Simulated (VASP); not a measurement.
## SrO: single point with PBEsol

Crystal: SrO.

```
Sr O
1.0
     3.07962    0.00000    0.00000
     0.00000    3.07962    0.00000
     0.00000    0.00000    3.07962
Sr O
1 1
Direct
  0.00000 0.00000 0.00000
  0.50000 0.50000 0.50000
```

```
Program                : VASP 6.6.1
Task                   : single point
Functional             : PBEsol
Potentials or basis    : VASP PAW PBE potentials, release 64 (Sr_sv, O)
Cutoff                 : 520 eV
k mesh                 : 8 × 8 × 8
Occupations            : fermi-dirac, width 0.02 eV
Spin                   : no spin polarisation
Dipole correction      : no
Further INCAR settings : ALGO = Normal; EDIFF = 1e-06; NBANDS = 15
```

- Pressure: 1.0 GPa
- Band gap on the k mesh: 2.66 eV, indirect (least direct gap 2.71 eV)

Levels at points of the mesh, in eV from the valence-band top:
| k point | band 5 | band 6 | band 7 | band 8 | band 9 | band 10 | band 11 | band 12 |
| --- | --- | --- | --- | --- | --- | --- | --- | --- |
| (0.00, 0.00, 0.00) | -14.82 | -0.05 | -0.05 | -0.05 | 2.66 | 2.66 | 4.81 | 10.80 |
| (0.50, 0.00, 0.00) | -13.70 | -3.08 | -0.69 | -0.69 | 3.86 | 7.52 | 9.54 | 9.54 |
| (0.50, 0.50, 0.00) | -14.41 | -1.22 | -1.22 | 0.00 | 4.16 | 4.60 | 7.66 | 7.66 |
| (0.50, 0.50, 0.50) | -14.90 | -3.10 | -3.10 | -3.10 | 8.48 | 8.48 | 8.48 | 13.71 |

It took 13 s on 1 thread of Intel Xeon 8259CL (shared host), peak memory 0.15 GiB.

Caveat: the PAW data sets were made with another functional, which shifts forces and pressure a little. As with any semilocal functional, this PBEsol gap is likely too small.
